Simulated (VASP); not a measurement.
Input of a VASP 6.6.1 run:

The input POSCAR:

```
As
1.0
    4.7076625819      0.0000000000      0.0000000000
   -2.3538312910      4.0769553884      0.0000000000
    0.0000000000      0.0000000000      2.7248384135
As
3
Direct
    0.0000000000      1.0000000000      0.0000000000
    0.3333333333      0.6666666667      0.5000000000
    0.6666666667      0.3333333333      0.5000000000
```

File INCAR.step1:

```
ALGO     = Normal         # electronic algorithm
EDIFF    = 1E-4           # SCF threshold, eV
ENCUT    = 520            # plane-wave cutoff, eV
GGA      = PE             # functional
ISMEAR   = -1             # smearing method
LASPH    = True           # aspherical terms in the spheres
LCHARG   = False          # write CHGCAR
LREAL    = False          # projectors in reciprocal space
LWAVE    = True           # write WAVECAR
NBANDS   = 14             # bands
NELM     = 100            # most SCF steps
PREC     = Accurate       # precision mode
SIGMA    = 0.1            # smearing width, eV
```

The input INCAR.step2:

```
ALGO     = Normal         # electronic algorithm
EDIFF    = 1E-6           # SCF threshold, eV
ENCUT    = 520            # plane-wave cutoff, eV
ISIF     = 2              # what is computed and relaxed
ISMEAR   = -1             # smearing method
ISTART   = 1            
LASPH    = True           # aspherical terms in the spheres
LCHARG   = True           # write CHGCAR
LELF     = True           # ELF
LMIXTAU  = True         
LREAL    = False          # projectors in reciprocal space
LVHAR    = True         
LWAVE    = False          # write WAVECAR
METAGGA  = R2SCAN         # meta-GGA
NBANDS   = 14             # bands
NELM     = 100            # most SCF steps
PREC     = Accurate       # precision mode
SIGMA    = 0.1            # smearing width, eV
```

The input KPOINTS:

```
k-points
0
Gamma
  9 9 13
```

Potentials or basis: VASP PAW PBE potentials, release 64 (As).

Launch:

```sh
$ cat potpaw_PBE.64/As/POTCAR > POTCAR
$ cp INCAR.step1 INCAR
$ mpirun -np 1 vasp_std > vasp.out
$ cp INCAR.step2 INCAR
$ mpirun -np 1 vasp_std > vasp.out
```

Task: Predict the pressure.

Result: 8.8 GPa.

Stress tensor (GPa, compression positive):
```
 7.30  0.00  0.00
 0.00  7.30  0.00
 0.00  0.00 11.76
```

Caveat: the PAW data sets were made with another functional, which shifts forces and pressure a little.
